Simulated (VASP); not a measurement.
# Se (P3_121) in VASP: notebook

The runs below take Se through single point, with PBEsol, RPBE+D4.

Everything below comes from runs of VASP 6.6.1. Logs are shortened: lines on timing, memory, paths and dates and some standing lists are left out, and cuts for length are marked.

### 1 The cell of the first run

Symmetry: P3_121, No. 152, trigonal system. The conventional cell has a = 4.366 Å, b = 4.366 Å, c = 5.003 Å, α = 90.00°, β = 90.00°, γ = 120.00°. Se (site symmetry 2) has 2 Se at 2.38 Å within 3.2 Å.

### 2 Single point, PBEsol

INCAR reads:

```
SYSTEM = Se
  PREC = Accurate
  ENCUT = 520
  EDIFF = 1E-6
  ISMEAR = -1
  SIGMA = 0.05
  LREAL = .FALSE.
  LASPH = .TRUE.
  NELM = 80
  ALGO = Normal
  ISIF = 2
  LWAVE = .FALSE.
  LCHARG = .FALSE.
  GGA = PS
  NBANDS = 16
```

KPOINTS reads:

```
regular mesh
0
G
  6 6 5
  0 0 0
```

POSCAR reads:

```
Se
1.0
    4.3662000000      0.0000000000      0.0000000000
   -2.1831000000      3.7812401180      0.0000000000
    0.0000000000      0.0000000000      5.0031360000
Se
3
Direct
    0.7746000000      0.7746000000      0.0000000000
    0.0000000000      0.2254000000      0.6666666667
    0.2254000000      0.0000000000      0.3333333333
```

Potentials or basis: VASP PAW PBE potentials, release 64 (Se).

Command:

```sh
$ cat potpaw_PBE.64/Se/POTCAR > POTCAR
$ mpirun -np 1 vasp_std > vasp.out
```

OUTCAR:

```text
SYSTEM = Se
   PREC = Accurate
   ENCUT = 520
   EDIFF = 1E-6
   ISMEAR = -1
   LREAL = .FALSE.
   LASPH = .TRUE.
   NELM = 80
   ISIF = 2
   GGA = PS

 ion  position               nearest neighbor table
   1  0.775  0.775  0.000-   2 2.38   3 2.38
   2  0.000  0.225  0.667-   1 2.38   3 2.38
   3  0.225  0.000  0.333-   1 2.38   2 2.38

  LATTYP: Found a hexagonal cell.
 ALAT       =     4.3662000000
 C/A-ratio  =     1.1458787962

  Lattice vectors:

 A1 = (   4.3662000000,   0.0000000000,   0.0000000000)
 A2 = (  -2.1831000000,   3.7812401180,   0.0000000000)
 A3 = (   0.0000000000,   0.0000000000,   5.0031360000)

Analysis of symmetry for initial positions (statically):
=====================================================================
 Subroutine PRICEL returns:
 Original cell was already a primitive cell.

 Routine SETGRP: Setting up the symmetry group for a
 hexagonal supercell.

 Subroutine GETGRP returns: Found  6 space group operations
 (whereof  2 operations were pure point group operations)
 out of a pool of 24 trial point group operations.

The static configuration has the point symmetry C_2 .
 The point group associated with its full space group is D_3 .

Analysis of symmetry for dynamics (positions and initial velocities):
=====================================================================
 Subroutine PRICEL returns:
 Original cell was already a primitive cell.

 Routine SETGRP: Setting up the symmetry group for a
 hexagonal supercell.

 Subroutine GETGRP returns: Found  6 space group operations
 (whereof  2 operations were pure point group operations)
 out of a pool of 24 trial point group operations.

The dynamic configuration has the point symmetry C_2 .
 The point group associated with its full space group is D_3 .

 Subroutine INISYM returns: Found  6 space group operations
 (whereof  2 operations are pure point group operations),
 and found     1 'primitive' translations

----------------------------------------------------------------------------------------

                                     Primitive cell

  volume of cell :      82.6000

  direct lattice vectors                    reciprocal lattice vectors
     4.366200000  0.000000000  0.000000000     0.229032110  0.132231751  0.000000000
    -2.183100000  3.781240118  0.000000000     0.000000000  0.264463501  0.000000000
     0.000000000  0.000000000  5.003136000     0.000000000  0.000000000  0.199874639

  length of vectors
     4.366200000  4.366200000  5.003136000     0.264463501  0.264463501  0.199874639

  position of ions in fractional coordinates (direct lattice)
     0.774600000  0.774600000  0.000000000
     0.000000000  0.225400000  0.666666667
     0.225400000  0.000000000  0.333333333

  ion indices of the primitive-cell ions
   primitive index   ion index
                 1           1
                 2           2
                 3           3

----------------------------------------------------------------------------------------

 KPOINTS: regular mesh

Automatic generation of k-mesh.
 Grid dimensions read from file:
 generate k-points for:    6    6    5

 Generating k-lattice:

  Cartesian coordinates                     Fractional coordinates (reciprocal lattice)
     0.038172018  0.022038625  0.000000000     0.166666667  0.000000000  0.000000000
     0.000000000  0.044077250  0.000000000     0.000000000  0.166666667  0.000000000
     0.000000000  0.000000000  0.039974928     0.000000000  0.000000000  0.200000000

  Length of vectors
     0.044077250  0.044077250  0.039974928

  Shift w.r.t. Gamma in fractional coordinates (k-lattice)
     0.000000000  0.000000000  0.000000000

 Subroutine IBZKPT returns following result:
 ===========================================

 Found     27 irreducible k-points:

 Following reciprocal coordinates:
            Coordinates               Weight
  0.000000  0.000000  0.000000      1.000000
  0.166667  0.000000  0.000000      6.000000
  0.333333  0.000000  0.000000      6.000000
  0.500000  0.000000  0.000000      3.000000
  0.166667  0.166667  0.000000      6.000000
  0.333333  0.166667  0.000000     12.000000
[... 16 lines left out ...]
  0.500000  0.000000  0.400000      6.000000
  0.166667  0.166667  0.400000     12.000000
 [... further k-points ...]
   k-points           NKPTS =     27   k-points in BZ     NKDIM =     27   number of bands    NBANDS=     16
   number of dos      NEDOS =    301   number of ions     NIONS =      3
   total plane-waves  NPLWV =  40960
   dimension x,y,z NGX =    32 NGY =   32 NGZ =   40
   dimension x,y,z NGXF=    64 NGYF=   64 NGZF=   80
   ions per type =               3
   NGX,Y,Z   is equivalent  to a cutoff of  12.18, 12.18, 13.29 a.u.
   NGXF,Y,Z  is equivalent  to a cutoff of  24.37, 24.37, 26.58 a.u.
 SYSTEM =  Se
   PREC   = accura    normal or accurate (medium, high low for compatibility)
   ISTART =      0    job   : 0-new  1-cont  2-samecut
   ICHARG =      2    charge: 1-file 2-atom 10-const
   ISPIN  =      1    spin polarized calculation?
   LNONCOLLINEAR =      F non collinear calculations
   LSORBIT =      F    spin-orbit coupling
   LASPH  =      T    aspherical Exc in radial PAW
   ENCUT  =  520.0 eV  38.22 Ry    6.18 a.u.   8.12  8.12  9.30*2*pi/ulx,y,z
   NELM   =     80;   NELMIN=  2; NELMDL= -5     # of ELM steps
   EDIFF  = 0.1E-05   stopping-criterion for ELM
   LREAL  =      F    real-space projection
   EDIFFG = 0.1E-04   stopping-criterion for IOM
   NSW    =      0    number of steps for IOM
   IBRION =     -1    ionic relax: 0-MD 1-quasi-New 2-CG
   NFREE  =      0    steps in history (QN), initial steepest desc. (CG)
   ISIF   =      2    stress and relaxation
   ISYM   =      2    0-nonsym 1-usesym 2-fastsym
   POTIM  = 0.5000    time-step for ionic-motion
   TEBEG  =    0.0;   TEEND  =   0.0 temperature during run
   PSTRESS=    0.0 pullay stress
   NELECT =      18.0000    total number of electrons
   NUPDOWN=      -1.0000    fix difference up-down
   EMIN   =  10.00;   EMAX   =-10.00  energy-range for DOS
   EFERMI =   0.00;   METHOD = LEGACY
   ISMEAR =    -1;   SIGMA  =   0.05  broadening in eV -4-tet -1-fermi 0-gaus
   EFERMI_NEDOS =   21; number of points for ismear=-14 and -15
   IALGO  =     38    algorithm
   IMIX   =      4    mixing-type and parameters
     AMIX     =   0.40;   BMIX     =  1.00
     AMIX_MAG =   1.60;   BMIX_MAG =  1.00
  volume/ion in A,a.u.               =      27.53       185.80
  Fermi-wavevector in a.u.,A,eV,Ry     =   0.985157  1.861677 13.204930  0.970535
  Thomas-Fermi vector in A             =   2.116444
   LORBIT       =      0    0 simple, 1 ext, 2 COOP (PROOUT), +10 PAW based schemes
   GGA     = PS    functional components
   LHFCALC =     F    Hartree Fock is set to
   AEXX    =    0.0000 exact exchange contribution
   IVDW    =     0    specifies the selected vdW correction
   LEPSILON=     F    determine dielectric tensor
   LRPA    =     F    only Hartree local field effects (RPA)
 non-spin polarized calculation
  energy-cutoff  :      520.00
  volume of cell :       82.60
 maximum number of plane-waves:      2235
   NGX = 17   NGY = 17   NGZ = 19

 number of electron      18.0000001 magnetization

 Free energy of the ion-electron system (eV)
  ---------------------------------------------------
  ext. energy  EPLUGINS =         0.00000000
  ---------------------------------------------------
  free energy    TOTEN  =       -11.48978922 eV

  energy without entropy =      -11.48978881  energy(sigma->0) =      -11.48978902

 E-fermi :   3.0242     XC(G=0):  -8.9979

 val. band max:        2.3606241197   @ k =  -0.1667   0.5000   0.4000
 cond. band min:       3.6133461252   @ k =   0.0000   0.0000   0.4000
 fundamental gap:      1.2527220054
 Fermi energy:         3.0242061475

 k-point     1 :       0.0000    0.0000    0.0000
  band No.  band energies     occupation
      1     -13.3033      2.00000
      2      -9.2591      2.00000
      3      -9.2591      2.00000
      4      -1.3349      2.00000
      5      -1.3349      2.00000
      6      -1.2340      2.00000
[... 8 lines left out ...]
     15       8.8196      0.00000
     16      10.7790      0.00000

 k-point     2 :       0.1667    0.0000    0.0000
  band No.  band energies     occupation
      1     -13.1974      2.00000
      2      -9.3525      2.00000
      3      -9.2477      2.00000
      4      -2.0286      2.00000
      5      -1.6523      2.00000
      6      -1.0598      2.00000
[... 8 lines left out ...]
     15       9.6521      0.00000
     16      10.7569      0.00000

 k-point     3 :       0.3333    0.0000    0.0000
  band No.  band energies     occupation
      1     -12.9573      2.00000
      2      -9.5912      2.00000
      3      -9.2238      2.00000
      4      -2.5551      2.00000
      5      -2.0536      2.00000
      6      -1.0979      2.00000
[... 8 lines left out ...]
     15      10.9325      0.00000
     16      11.8321      0.00000

 k-point     4 :       0.5000    0.0000    0.0000
  band No.  band energies     occupation
      1     -12.8177      2.00000
      2      -9.7416      2.00000
      3      -9.2114      2.00000
      4      -2.6684      2.00000
      5      -2.2216      2.00000
      6      -0.9435      2.00000
[... 8 lines left out ...]
     15      12.1607      0.00000
     16      12.1972      0.00000

 k-point     5 :       0.1667    0.1667    0.0000
  band No.  band energies     occupation
      1     -13.0222      2.00000
      2      -9.4887      2.00000
      3      -9.2669      2.00000
      4      -2.3854      2.00000
      5      -2.1268      2.00000
      6      -0.9340      2.00000
[... 8 lines left out ...]
     15      10.3878      0.00000
     16      11.1904      0.00000

 k-point     6 :       0.3333    0.1667    0.0000
  band No.  band energies     occupation
      1     -12.8210      2.00000
      2      -9.6490      2.00000
      3      -9.3097      2.00000
      4      -2.5858      2.00000
      5      -2.3356      2.00000
      6      -0.8216      2.00000
[... 8 lines left out ...]
     15      11.3896      0.00000
     16      11.8537      0.00000

 k-point     7 :       0.3333    0.3333    0.0000
  band No.  band energies     occupation
      1     -12.7495      2.00000
      2      -9.5220      2.00000
      3      -9.5220      2.00000
      4      -2.4974      2.00000
      5      -2.4974      2.00000
      6      -0.3650      2.00000
[... 8 lines left out ...]
     15      10.0532      0.00000
     16      12.1085      0.00000

 k-point     8 :       0.0000    0.0000    0.2000
  band No.  band energies     occupation
      1     -13.1176      2.00000
      2     -10.5512      2.00000
      3      -8.0157      2.00000
      4      -1.8175      2.00000
      5      -1.1336      2.00000
      6      -1.0339      2.00000
[... 8 lines left out ...]
     15       9.3076      0.00000
     16       9.7297      0.00000

 k-point     9 :       0.1667    0.0000    0.2000
  band No.  band energies     occupation
      1     -13.0152      2.00000
      2     -10.5178      2.00000
      3      -8.1706      2.00000
      4      -2.1140      2.00000
      5      -1.6400      2.00000
      6      -0.9029      2.00000
[... 8 lines left out ...]
     15       9.7311      0.00000
     16       9.9360      0.00000
[... 172 lines left out ...]
 k-point    19 :       0.1667    0.0000    0.4000
  band No.  band energies     occupation
      1     -12.4789      2.00000
      2     -11.6202      2.00000
      3      -7.4176      2.00000
      4      -2.4842      2.00000
      5      -1.3775      2.00000
      6      -0.9699      2.00000
[... 8 lines left out ...]
     15      10.3642      0.00000
     16      10.3850      0.00000

 k-point    20 :       0.0000    0.1667    0.4000
  band No.  band energies     occupation
      1     -12.4769      2.00000
      2     -11.6243      2.00000
      3      -7.4060      2.00000
      4      -2.5206      2.00000
      5      -1.4691      2.00000
      6      -0.9753      2.00000
[... 8 lines left out ...]
     15       9.8754      0.00000
     16      10.8015      0.00000

 k-point    21 :       0.3333    0.0000    0.4000
  band No.  band energies     occupation
      1     -12.2782      2.00000
      2     -11.4596      2.00000
      3      -7.9216      2.00000
      4      -2.9655      2.00000
      5      -1.9103      2.00000
      6      -1.3809      2.00000
[... 8 lines left out ...]
     15      10.4628      0.00000
     16      10.8551      0.00000

 k-point    22 :       0.0000    0.3333    0.4000
  band No.  band energies     occupation
      1     -12.2695      2.00000
      2     -11.4768      2.00000
      3      -7.8874      2.00000
      4      -3.0819      2.00000
      5      -1.9988      2.00000
      6      -1.3411      2.00000
[... 8 lines left out ...]
     15      10.2886      0.00000
     16      11.2678      0.00000

 k-point    23 :       0.5000    0.0000    0.4000
  band No.  band energies     occupation
      1     -12.1598      2.00000
      2     -11.3830      2.00000
      3      -8.1570      2.00000
      4      -3.3139      2.00000
      5      -2.1339      2.00000
      6      -1.5286      2.00000
[... 8 lines left out ...]
     15      11.3522      0.00000
     16      11.6782      0.00000

 k-point    24 :       0.1667    0.1667    0.4000
  band No.  band energies     occupation
      1     -12.3276      2.00000
      2     -11.5094      2.00000
      3      -7.7750      2.00000
      4      -2.8378      2.00000
      5      -1.9464      2.00000
      6      -1.3474      2.00000
[... 8 lines left out ...]
     15      10.2741      0.00000
     16      10.6619      0.00000

 [... further k-points ...]

------------------------ aborting loop because EDIFF is reached ----------------------------------------

  FORCE on cell =-STRESS in cart. coord.  units (eV):
  Direction    XX          YY          ZZ          XY          YZ          ZX
  --------------------------------------------------------------------------------------
  -------------------------------------------------------------------------------------
  Total       -0.3528515     -0.3528515      0.0634821     -0.0000000      0.0000000      0.0000000
  in kB       -6.8441955     -6.8441955      1.2313502     -0.0000000      0.0000000      0.0000000
  external PRESSURE =      -4.1523470 kB  Pullay stress =       0.0000000 kB

 VOLUME and BASIS-vectors are now :
 -----------------------------------------------------------------------------
  energy-cutoff  :      520.00
  volume of cell :       82.60
      direct lattice vectors                 reciprocal lattice vectors
     4.366200000  0.000000000  0.000000000     0.229032110  0.132231751  0.000000000
    -2.183100000  3.781240118  0.000000000     0.000000000  0.264463501  0.000000000
     0.000000000  0.000000000  5.003136000     0.000000000  0.000000000  0.199874639

 POSITION                                       TOTAL-FORCE (eV/Angst)
 -----------------------------------------------------------------------------------
      1.69103      2.92895      0.00000        -0.107380     -0.185987      0.000000
     -0.49207      0.85229      3.33542        -0.107380      0.185987     -0.000000
      0.98414      0.00000      1.66771         0.214760     -0.000000      0.000000
 -----------------------------------------------------------------------------------
    total drift:                                0.000001      0.000001     -0.000000

  FREE ENERGIE OF THE ION-ELECTRON SYSTEM (eV)
  ---------------------------------------------------
  free  energy   TOTEN  =       -11.4897892246 eV

  energy  without entropy=      -11.4897888118  energy(sigma->0) =      -11.48978902
```

It used 41 s of CPU time on 1 thread of AMD EPYC 7R13 Processor (Zen 3), on a shared host.

What came out:

```yaml
Free_energy: -11.4898 eV
Pressure: -0.4 GPa
Largest_force: 0.215 eV/Å
Band_gap_on_the_k_mesh: 1.25 eV, indirect (least direct gap 1.37 eV)
```

Forces on the atoms (eV/Å):
```
Se  -0.107 -0.186  0.000
Se  -0.107  0.186  0.000
Se   0.215  0.000  0.000
```

Caveat: the PAW data sets were made with another functional, which shifts forces and pressure a little. Expect the measured gap to be larger: semilocal functionals such as PBEsol lack the derivative discontinuity.

(Continued in part 2 of 2.)
